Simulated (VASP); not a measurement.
LaOs3:

```
La Os
1.0
     4.14707    0.00000    0.00000
     0.00000    4.14707    0.00000
     0.00000    0.00000    4.14707
La Os
1 3
Direct
  0.00000 0.00000 0.00000
  0.00000 0.50000 0.50000
  0.50000 0.50000 0.00000
  0.50000 0.00000 0.50000
```

Base run:

| Item | Value |
| --- | --- |
| Program | VASP 6.6.1 |
| Functional | LDA |
| Potentials or basis | VASP PAW LDA potentials, release 64 (La, Os) |
| Cutoff | 520 eV |
| k mesh | 8 × 8 × 8 |
| Occupations | gaussian, width 0.05 eV |
| Spin | no spin polarisation |

Its results: band gap on the k mesh zero (an odd number of electrons rules out a gap without spin polarisation); pressure -11.2 GPa.

Problem. The run is repeated on the same cell with these changes: functional from LDA to PBE; potentials or basis from VASP PAW LDA potentials, release 64 (La, Os) to VASP PAW PBE potentials, release 64 (La, Os). What comes out?

Solution. Band gap on the k mesh zero (an odd number of electrons rules out a gap without spin polarisation); pressure 0.1 GPa.

Caveats: spin-orbit coupling is left out, which moves the levels of the heavy elements; the cell stands under tension (at least some runs).
